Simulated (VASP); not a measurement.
A run of VASP 6.6.1 is set up as follows.

File POSCAR:

```
SrO
1.0
    0.0000000000      2.5287309482      2.5287309482
    2.5287309482      0.0000000000      2.5287309482
    2.5287309482      2.5287309482      0.0000000000
Sr O
1 1
Direct
    0.0000000000      0.0000000000      0.0000000000
    0.5000000000      0.5000000000      0.5000000000
```

The input INCAR.step1:

```
ALGO = Normal
EDIFF = 1E-5
ENCUT = 520
GGA = PE
ISIF = 2
ISMEAR = -1
LASPH = True
LCHARG = False
LREAL = False
LWAVE = True
NBANDS = 15
NELM = 80
PREC = Accurate
SIGMA = 0.05
```

File INCAR.step2:

```
ALGO = Normal
EDIFF = 1E-6
ENCUT = 520
GGA = PE
HFSCREEN = 0.2079
ISIF = 2
ISMEAR = -1
ISTART = 1
LASPH = True
LCHARG = False
LHFCALC = True
LREAL = False
LWAVE = False
NBANDS = 15
NELM = 80
PREC = Accurate
PRECFOCK = Normal
SIGMA = 0.05
```

File KPOINTS:

```
k-points
0
Gamma
  4 4 4
```

Potentials or basis: VASP PAW PBE potentials, release 64 (Sr_sv, O).

Command:

```bash
$ cat potpaw_PBE.64/Sr_sv/POTCAR potpaw_PBE.64/O/POTCAR > POTCAR
$ cp INCAR.step1 INCAR
$ mpirun -np 1 vasp_std > vasp.out
$ cp INCAR.step2 INCAR
$ mpirun -np 1 vasp_std > vasp.out
```

Question: Estimate the band gap on the k mesh.

Answer: 4.72 eV (least direct gap 4.78 eV).

Question: What does it give for the pressure?

Answer: 6.6 GPa.

Caveat: the k points lie up to 0.54 Å⁻¹ apart; the PAW data sets were made with another functional, which shifts forces and pressure a little. A k mesh can miss the band edges.
